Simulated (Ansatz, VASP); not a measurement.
## One calculation of TaN, two programs

```xyz
6
Lattice="5.1960 -0.0260 -0.0260 -2.6205 4.5129 -0.0095 -0.0146 -0.0146 2.9110" Properties=species:S:1:pos:R:3 pbc="T T T"
Ta   -0.0223    2.9926    1.4405
Ta    2.5832    1.4797    1.4350
Ta    0.0000    0.0000    0.0000
N     2.0412   -0.0102   -0.0102
N     1.5637    2.7242   -0.0215
N    -1.0295    1.7729   -0.0037
```

Change from the starting cell: equal xy, yz and zx shear strains of -1 %.

Alike in both runs: task single point; functional PBE; k mesh 6 × 6 × 9; occupations fermi-dirac, width 0.01 eV; no spin polarisation.

|  | VASP | Ansatz |
| --- | --- | --- |
| version | VASP 6.6.1 | Ansatz 0.2.0 |
| potentials or method | VASP PAW PBE potentials, release 64 (Ta_pv, N), cutoff 520 eV | all-electron LAPW, scalar-relativistic |

|  | VASP | Ansatz | Ansatz less VASP |
| --- | --- | --- | --- |
| pressure (GPa) | 5.8 | 5.1 | -0.68 |
| traceless stress, the component that is largest in VASP (GPa) | 1.99 | 1.98 | -0.010 |
| rms of the force components (eV/Å) | 0.062 | 0.057 | -0.0044 |

Atom by atom the forces differ by 0.008 eV/Å (rms over components). Ansatz ran all-electron here, and VASP with PAW potentials.

Neither program's run includes spin-orbit coupling.
